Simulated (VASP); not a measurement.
Runs of VASP 6.6.1 on SiTe3. The structure is that of space group P6_3/mmc (No. 194), or close to it. The cells are those of the table. 

```csv
task,cell,k mesh,cutoff (eV),gap on the mesh (eV),pressure (GPa),largest force (eV/Å)
single point,"a = 8.362, b = 8.362, c = 3.819 Å, angles 90.0, 90.0, 120.0°, 8 atoms",3 × 3 × 4,520,none,-0.1,0.02
single point,"a = 8.289, b = 8.289, c = 3.873 Å, angles 90.0, 90.0, 120.0°, 8 atoms",6 × 6 × 10,520,none,0.0,0.01
relaxation of cell and atoms,"relaxed from a = 6.621, b = 6.621, c = 5.369 Å, angles 90.0, 90.0, 120.0°, 8 atoms",3 × 3 × 4,600,none,0.0,0.01
single point,"a = 6.621, b = 6.621, c = 5.369 Å, angles 90.0, 90.0, 120.0°, 8 atoms",3 × 3 × 4,520,none,0.7,(a)
```

Alike in all rows: level PBE; potentials or basis VASP PAW PBE potentials, release 64 (Si, Te); no spin polarisation; smearing gaussian 0.1 eV.

Question: Fill in the values left out.

Answer: (a) 0.84.

Caveats: some runs use coarse meshes; spin-orbit coupling is left out, which moves the levels of the heavy elements.

A k mesh can miss the band edges, and the runs leave out spin-orbit coupling on Te.

A gap of «none» marks levels without a gap at the run's occupations.
